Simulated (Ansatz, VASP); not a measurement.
Two plane-wave programs on KMgF3

File INCAR:

```
SYSTEM = KMgF3
PREC = Accurate
ENCUT = 520
EDIFF = 1E-6
ISMEAR = 0
SIGMA = 0.05
LREAL = .FALSE.
LASPH = .TRUE.
NELM = 100
ALGO = Normal
ISIF = 2
LWAVE = .FALSE.
LCHARG = .FALSE.
GGA = PE
NBANDS = 24
```

The input KPOINTS:

```
Automatic mesh
0
G
  6 6 6
  0 0 0
```

POSCAR

```
KMgF3
1.0
    4.0456885000      0.0000000000      0.0000000000
    0.0000000000      4.0456885000      0.0000000000
    0.0000000000      0.0000000000      4.1054770000
K Mg F
1 1 3
Direct
    0.5000000000      0.5000000000      0.5000000000
    0.0000000000      0.0000000000      0.0000000000
    0.5000000000      0.0000000000      0.0000000000
    0.0000000000      0.5000000000      0.0000000000
    0.0000000000      0.0000000000      0.5000000000
```

Input for Ansatz:

```yaml
crystal:
  lattice:
    - [4.0456885, 0.0, 0.0]
    - [0.0, 4.0456885, 0.0]
    - [0.0, 0.0, 4.105477]
  atoms:
    - { symbol: K, position: [0.5, 0.5, 0.5] }
    - { symbol: Mg, position: [0.0, 0.0, 0.0] }
    - { symbol: F, position: [0.5, 0.0, 0.0] }
    - { symbol: F, position: [0.0, 0.5, 0.0] }
    - { symbol: F, position: [0.0, 0.0, 0.5] }
basis:
  ecutwfc: 420
kpoints:
  mp_grid: { grid: [6, 6, 6] }
hamiltonian:
  xc: pbe
scf:
  occupations: { method: gaussian, width: 0.05 }
output:
  forces: true
  stress: true
  eigenvalues: true
```

Change from the starting cell: strain +0.015 along x and y, +0.030 along z, atoms carried along.

Alike in both runs: task single point; functional PBE; k mesh 6 × 6 × 6; occupations gaussian, width 0.05 eV; no spin polarisation.

|  | VASP | Ansatz |
| --- | --- | --- |
| version | VASP 6.6.1 | Ansatz 0.2.0 |
| potentials or method | VASP PAW PBE potentials, release 64 (K_sv, Mg, F), cutoff 520 eV | scalar-relativistic, plane waves, PAW |
| valence electrons in the cell | 32 | 40 |

|  | VASP | Ansatz | Ansatz less VASP |
| --- | --- | --- | --- |
| gap on the k mesh at the Fermi level (eV) | 6.86 | 6.89 | +0.031 |
| least direct gap on the mesh (eV) | 7.19 | 7.22 | +0.029 |
| pressure (GPa) | -0.9 | -0.5 | +0.42 |
| traceless stress, the component that is largest in VASP (GPa) | -0.76 | -0.76 | +0.002 |

VASP's potentials hold 32 valence electrons a cell and Ansatz's 40, so a difference there can come from the potentials and not from the codes.
